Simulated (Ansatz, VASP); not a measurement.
## Two plane-wave programs on BeS

Contents of INCAR:

```
SYSTEM = BeS
PREC = Accurate ; ENCUT = 520
EDIFF = 1E-6 ; ISMEAR = 0
SIGMA = 0.05 ; LREAL = .FALSE.
LASPH = .TRUE. ; NELM = 80
ALGO = Normal ; ISIF = 2
LWAVE = .FALSE. ; LCHARG = .TRUE.
GGA = PE ; LELF = .TRUE.
LVHAR = .TRUE. ; NBANDS = 11
```

KPOINTS

```
Automatic mesh
0
G
  12 12 12
  0 0 0
```

File POSCAR:

```
BeS
1.0
    0.0000000000      2.4380427907      2.4380427907
    2.4380427907      0.0000000000      2.4380427907
    2.4380427907      2.4380427907      0.0000000000
Be S
1 1
Direct
    0.0000000000      0.0000000000      0.0000000000
    0.7500000000      0.7500000000      0.7500000000
```

Input for Ansatz:

```yaml
crystal:
  lattice:
    - [0.0, 2.4380427907, 2.4380427907]
    - [2.4380427907, 0.0, 2.4380427907]
    - [2.4380427907, 2.4380427907, 0.0]
  atoms:
    - { symbol: Be, position: [0.0, 0.0, 0.0] }
    - { symbol: S, position: [0.75, 0.75, 0.75] }
basis:
  ecutwfc: 420
  ecutrho_ratio: 4
kpoints:
  mp_grid: { grid: [12, 12, 12] }
hamiltonian:
  xc: pbe
scf:
  occupations: { method: gaussian, width: 0.05 }
output:
  forces: true
  stress: true
  eigenvalues: true
```

Alike in both runs: task single point; functional PBE; k mesh 12 × 12 × 12; occupations gaussian, width 0.05 eV; no spin polarisation.

```csv
,VASP,Ansatz
version,VASP 6.6.1,Ansatz 0.2.0
potentials or method,"VASP PAW PBE potentials, release 64 (Be, S), cutoff 520 eV","scalar-relativistic, plane waves, PAW"
valence electrons in the cell,8,8
```

```tsv
	VASP	Ansatz	Ansatz less VASP
gap on the k mesh at the Fermi level (eV)	3.15	3.15	-0.001
least direct gap on the mesh (eV)	5.68	5.66	-0.018
pressure (GPa)	0.0	0.0	-0.01
```

The functional is the same, so the differences come from potentials, cutoffs and numerics.
